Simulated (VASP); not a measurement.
BP (r.bp): single point with PBE

BP (r.bp):

```
CELL_PARAMETERS angstrom
0.00000 2.26530 2.26530
2.26530 0.00000 2.26530
2.26530 2.26530 0.00000
ATOMIC_POSITIONS crystal
B 0.00000 0.00000 0.00000
P 0.25000 0.25000 0.25000
```

```
Program                : VASP 6.6.1
Task                   : single point
Functional             : PBE
Potentials or basis    : VASP PAW PBE potentials, release 64 (B, P)
Cutoff                 : 500 eV
k mesh                 : 10 × 10 × 10
Occupations            : gaussian, width 0.02 eV
Spin                   : no spin polarisation
Dipole correction      : no
Further INCAR settings : ALGO = Normal; EDIFF = 1e-06; NBANDS = 11
```

```
Pressure               : 1.7 GPa
Band gap on the k mesh : 1.23 eV, indirect (least direct gap 3.41 eV)
```

Levels at points of the mesh, in eV from the valence-band top:
```tsv
k point	band 1	band 2	band 3	band 4	band 5	band 6	band 7	band 8
(0.00, 0.00, 0.00)	-15.50	0.00	0.00	0.00	3.41	3.41	3.41	7.45
(0.50, 0.00, 0.00)	-12.16	-9.07	-1.76	-1.76	3.81	4.72	4.72	10.14
(0.50, 0.50, 0.00)	-10.62	-8.61	-4.13	-4.13	1.32	1.65	12.17	12.17
```

Wall time 12 s on 1 thread of Intel Xeon 8259CL (shared host), peak memory 0.13 GiB.

A k mesh can miss the band edges. A hybrid or GW would open this gap; PBE tends to underestimate it.
